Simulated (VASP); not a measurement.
# Mg5CdSe6 in VASP: further runs, part 2 of 3

VASP 6.6.1.

## 3. Single point, PBE

The input, INCAR:

```
ALGO = Normal
EDIFF = 1E-7
ENCUT = 520
GGA = PE
ISIF = 2
ISMEAR = 0
LASPH = True
LCHARG = False
LREAL = False
LWAVE = False
NBANDS = 41
NELM = 100
PREC = Accurate
SIGMA = 0.1
```

The input, KPOINTS:

```
k-points
0
Gamma
  6 6 1
```

The input, POSCAR:

```
Mg5CdSe6
1.0
    4.2654672764     -0.0000000289      0.0000000000
   -2.1327336132      3.6940030348      0.0000000000
    0.0000000000      0.0000000000     20.8663543000
Mg Cd Se
5 1 6
Direct
    0.3333333333      0.6666666667      0.0012960000
    0.0000000000      0.0000000000      0.1663950000
    0.6666666667      0.3333333333      0.3315060000
    0.3333333333      0.6666666667      0.4963640000
    0.6666666667      0.3333333333      0.8360710000
    0.0000000000      0.0000000000      0.6681580000
    0.3333333333      0.6666666667      0.1257440000
    0.0000000000      0.0000000000      0.2908390000
    0.6666666667      0.3333333333      0.4559660000
    0.3333333333      0.6666666667      0.6207160000
    0.0000000000      0.0000000000      0.7963210000
    0.6666666667      0.3333333333      0.9606240000
```

Potentials or basis: VASP PAW PBE potentials, release 64 (Mg, Cd, Se).

The run is started by

```console
$ cat potpaw_PBE.64/Mg/POTCAR potpaw_PBE.64/Cd/POTCAR potpaw_PBE.64/Se/POTCAR > POTCAR
$ mpirun -np 1 vasp_std > vasp.out
```

OUTCAR:

```text
EDIFF = 1E-7
   ENCUT = 520
   GGA = PE
   ISIF = 2
   ISMEAR = 0
   LASPH = True
   LREAL = False
   NELM = 100
   PREC = Accurate

 ion  position               nearest neighbor table
   1  0.333  0.667  0.001-   7 2.60  12 2.60  12 2.60  12 2.60
   2  0.000  0.000  0.166-   8 2.60   7 2.60   7 2.60   7 2.60
   3  0.667  0.333  0.332-   9 2.60   8 2.60   8 2.60   8 2.60
   4  0.333  0.667  0.496-  10 2.59   9 2.60   9 2.60   9 2.60
   5  0.667  0.333  0.836-  11 2.60  11 2.60  11 2.60  12 2.60
   6  0.000  0.000  0.668-  10 2.65  10 2.65  10 2.65  11 2.67
   7  0.333  0.667  0.126-   1 2.60   2 2.60   2 2.60   2 2.60
   8  0.000  0.000  0.291-   2 2.60   3 2.60   3 2.60   3 2.60
   9  0.667  0.333  0.456-   3 2.60   4 2.60   4 2.60   4 2.60
  10  0.333  0.667  0.621-   4 2.59   6 2.65   6 2.65   6 2.65
  11  0.000  0.000  0.796-   5 2.60   5 2.60   5 2.60   6 2.67
  12  0.667  0.333  0.961-   5 2.60   1 2.60   1 2.60   1 2.60

  LATTYP: Found a hexagonal cell.
 ALAT       =     4.2654672764
 C/A-ratio  =     4.8919269444

  Lattice vectors:

 A1 = (   4.2654672764,  -0.0000000289,   0.0000000000)
 A2 = (  -2.1327336132,   3.6940030348,   0.0000000000)
 A3 = (   0.0000000000,   0.0000000000,  20.8663543000)

Analysis of symmetry for initial positions (statically):
=====================================================================
 Subroutine PRICEL returns:
 Original cell was already a primitive cell.

 Routine SETGRP: Setting up the symmetry group for a
 hexagonal supercell.

 Subroutine GETGRP returns: Found  6 space group operations
 (whereof  6 operations were pure point group operations)
 out of a pool of 24 trial point group operations.

The static configuration has the point symmetry C_3v.

Analysis of symmetry for dynamics (positions and initial velocities):
=====================================================================
 Subroutine PRICEL returns:
 Original cell was already a primitive cell.

 Routine SETGRP: Setting up the symmetry group for a
 hexagonal supercell.

 Subroutine GETGRP returns: Found  6 space group operations
 (whereof  6 operations were pure point group operations)
 out of a pool of 24 trial point group operations.

The dynamic configuration has the point symmetry C_3v.

 Subroutine INISYM returns: Found  6 space group operations
 (whereof  6 operations are pure point group operations),
 and found     1 'primitive' translations

----------------------------------------------------------------------------------------

                                     Primitive cell

  volume of cell :     328.7838

  direct lattice vectors                    reciprocal lattice vectors
     4.265467276 -0.000000029  0.000000000     0.234440904  0.135354517  0.000000000
    -2.132733613  3.694003035  0.000000000     0.000000002  0.270709037  0.000000000
     0.000000000  0.000000000 20.866354300     0.000000000  0.000000000  0.047924040
[... 64 lines left out ...]
  0.500000  0.000000  0.000000      3.000000
  0.166667  0.166667  0.000000      6.000000
  0.333333  0.166667  0.000000     12.000000
  0.333333  0.333333  0.000000      2.000000
   k-points           NKPTS =      7   k-points in BZ     NKDIM =      7   number of bands    NBANDS=     41
   number of dos      NEDOS =    301   number of ions     NIONS =     12
   total plane-waves  NPLWV = 163840
   dimension x,y,z NGX =    32 NGY =   32 NGZ =  160
   dimension x,y,z NGXF=    64 NGYF=   64 NGZF=  320
   ions per type =               5   1   6
   NGX,Y,Z   is equivalent  to a cutoff of  12.47, 12.47, 12.75 a.u.
   NGXF,Y,Z  is equivalent  to a cutoff of  24.94, 24.94, 25.49 a.u.
 SYSTEM =  unknown system
   PREC   = accura    normal or accurate (medium, high low for compatibility)
   ISTART =      0    job   : 0-new  1-cont  2-samecut
   ICHARG =      2    charge: 1-file 2-atom 10-const
   ISPIN  =      1    spin polarized calculation?
   LNONCOLLINEAR =      F non collinear calculations
   LSORBIT =      F    spin-orbit coupling
   LASPH  =      T    aspherical Exc in radial PAW
   ENCUT  =  520.0 eV  38.22 Ry    6.18 a.u.   7.93  7.93 38.80*2*pi/ulx,y,z
   NELM   =    100;   NELMIN=  2; NELMDL= -5     # of ELM steps
   EDIFF  = 0.1E-06   stopping-criterion for ELM
   LREAL  =      F    real-space projection
   EDIFFG = 0.1E-05   stopping-criterion for IOM
   NSW    =      0    number of steps for IOM
   IBRION =     -1    ionic relax: 0-MD 1-quasi-New 2-CG
   NFREE  =      0    steps in history (QN), initial steepest desc. (CG)
   ISIF   =      2    stress and relaxation
   ISYM   =      2    0-nonsym 1-usesym 2-fastsym
   POTIM  = 0.5000    time-step for ionic-motion
   TEBEG  =    0.0;   TEEND  =   0.0 temperature during run
   PSTRESS=    0.0 pullay stress
   NELECT =      58.0000    total number of electrons
   NUPDOWN=      -1.0000    fix difference up-down
   EMIN   =  10.00;   EMAX   =-10.00  energy-range for DOS
   EFERMI =   0.00;   METHOD = LEGACY
   ISMEAR =     0;   SIGMA  =   0.10  broadening in eV -4-tet -1-fermi 0-gaus
   EFERMI_NEDOS =   21; number of points for ismear=-14 and -15
   IALGO  =     38    algorithm
   IMIX   =      4    mixing-type and parameters
     AMIX     =   0.40;   BMIX     =  1.00
     AMIX_MAG =   1.60;   BMIX_MAG =  1.00
  volume/ion in A,a.u.               =      27.40       184.90
  Fermi-wavevector in a.u.,A,eV,Ry     =   0.918151  1.735053 11.469723  0.843001
  Thomas-Fermi vector in A             =   2.043200
   LORBIT       =      0    0 simple, 1 ext, 2 COOP (PROOUT), +10 PAW based schemes
   GGA     = PE    functional components
   LHFCALC =     F    Hartree Fock is set to
   AEXX    =    0.0000 exact exchange contribution
   IVDW    =     0    specifies the selected vdW correction
   LEPSILON=     F    determine dielectric tensor
   LRPA    =     F    only Hartree local field effects (RPA)
 non-spin polarized calculation
 Gauss-broadening in eV      SIGMA  =   0.10
  energy-cutoff  :      520.00
  volume of cell :      328.78
 maximum number of plane-waves:      8904
 NGX is ok and might be reduce to    32
   NGX = 15   NGY = 15   NGZ = 77

 number of electron      57.9999999 magnetization

 Free energy of the ion-electron system (eV)
  ---------------------------------------------------
  ext. energy  EPLUGINS =         0.00000000
  ---------------------------------------------------
  free energy    TOTEN  =       -43.06166872 eV

  energy without entropy =      -43.06166872  energy(sigma->0) =      -43.06166872

 E-fermi :   1.4050     XC(G=0):  -8.1910

 val. band max:        0.9319970196   @ k =   0.0000   0.0000   0.0000
 cond. band min:       2.6032843128   @ k =   0.0000   0.0000   0.0000
 fundamental gap:      1.6712872932
 Fermi energy:         1.4049615248

 k-point     1 :       0.0000    0.0000    0.0000
  band No.  band energies     occupation
      1     -11.1541      2.00000
      2     -11.0375      2.00000
      3     -11.0068      2.00000
      4     -10.8185      2.00000
      5     -10.7248      2.00000
      6     -10.6016      2.00000
[... 297 lines left out ...]
     40       7.1115      0.00000
     41       7.2460      0.00000

------------------------ aborting loop because EDIFF is reached ----------------------------------------

  FORCE on cell =-STRESS in cart. coord.  units (eV):
  Direction    XX          YY          ZZ          XY          YZ          ZX
  --------------------------------------------------------------------------------------
  -------------------------------------------------------------------------------------
  Total       -0.0012338     -0.0012338      0.0093423      0.0000000      0.0000000     -0.0000000
  in kB       -0.0060125     -0.0060125      0.0455252      0.0000000      0.0000000     -0.0000000
  external PRESSURE =       0.0111667 kB  Pullay stress =       0.0000000 kB

 VOLUME and BASIS-vectors are now :
 -----------------------------------------------------------------------------
  energy-cutoff  :      520.00
  volume of cell :      328.78
      direct lattice vectors                 reciprocal lattice vectors
     4.265467276 -0.000000029  0.000000000     0.234440904  0.135354517  0.000000000
    -2.132733613  3.694003035  0.000000000     0.000000002  0.270709037  0.000000000
     0.000000000  0.000000000 20.866354300     0.000000000  0.000000000  0.047924040

 POSITION                                       TOTAL-FORCE (eV/Angst)
 -----------------------------------------------------------------------------------
      0.00000      2.46267      0.02704         0.000000      0.000000      0.000453
      0.00000      0.00000      3.47206        -0.000000     -0.000000      0.000248
      2.13273      1.23133      6.91732        -0.000000     -0.000000      0.000190
      0.00000      2.46267     10.35731        -0.000000     -0.000000      0.000883
      2.13273      1.23133     17.44575        -0.000000     -0.000000      0.002723
      0.00000      0.00000     13.94202         0.000000      0.000000      0.002564
      0.00000      2.46267      2.62382         0.000000      0.000000     -0.000808
      0.00000      0.00000      6.06875         0.000000     -0.000000      0.000025
      2.13273      1.23133      9.51435         0.000000     -0.000000      0.000117
      0.00000      2.46267     12.95208        -0.000000     -0.000000     -0.038381
      0.00000      0.00000     16.61632        -0.000000     -0.000000      0.032416
      2.13273      1.23133     20.04472        -0.000000     -0.000000     -0.000430
 -----------------------------------------------------------------------------------
    total drift:                               -0.000001     -0.000000     -0.000091

  FREE ENERGIE OF THE ION-ELECTRON SYSTEM (eV)
  ---------------------------------------------------
  free  energy   TOTEN  =       -43.0616687214 eV

  energy  without entropy=      -43.0616687214  energy(sigma->0) =      -43.06166872
```

It took 2.3 min on 1 thread of Intel Xeon 6975P-C, shared host; peak memory 0.46 GiB.

What came out:

| Property | Result |
| --- | --- |
| Free energy | -43.0617 eV |
| Pressure | 0.0 GPa |
| Largest force | 0.038 eV/Å |
| Band gap on the k mesh | 1.67 eV, direct |

Forces on the atoms (eV/Å):
```
Mg   0.000  0.000  0.000
Mg   0.000  0.000  0.000
Mg   0.000  0.000  0.000
Mg   0.000  0.000  0.001
Mg   0.000  0.000  0.003
Cd   0.000  0.000  0.003
Se   0.000  0.000 -0.001
Se   0.000  0.000  0.000
Se   0.000  0.000  0.000
Se   0.000  0.000 -0.038
Se   0.000  0.000  0.032
Se   0.000  0.000  0.000
```

Levels at points of the mesh, in eV from the valence-band top:
| k point | band 25 | band 26 | band 27 | band 28 | band 29 | band 30 | band 31 | band 32 | band 33 | band 34 |
| --- | --- | --- | --- | --- | --- | --- | --- | --- | --- | --- |
| (0.00, 0.00, 0.00) | -0.58 | -0.58 | -0.38 | 0.00 | 0.00 | 1.67 | 2.69 | 3.00 | 3.42 | 3.57 |
| (0.50, 0.00, 0.00) | -1.40 | -1.10 | -1.00 | -0.81 | -0.72 | 2.99 | 3.24 | 3.58 | 3.72 | 4.08 |

PBE gaps usually lie below the measured ones, often by a third to a half.

(Continued in part 3 of 3.)
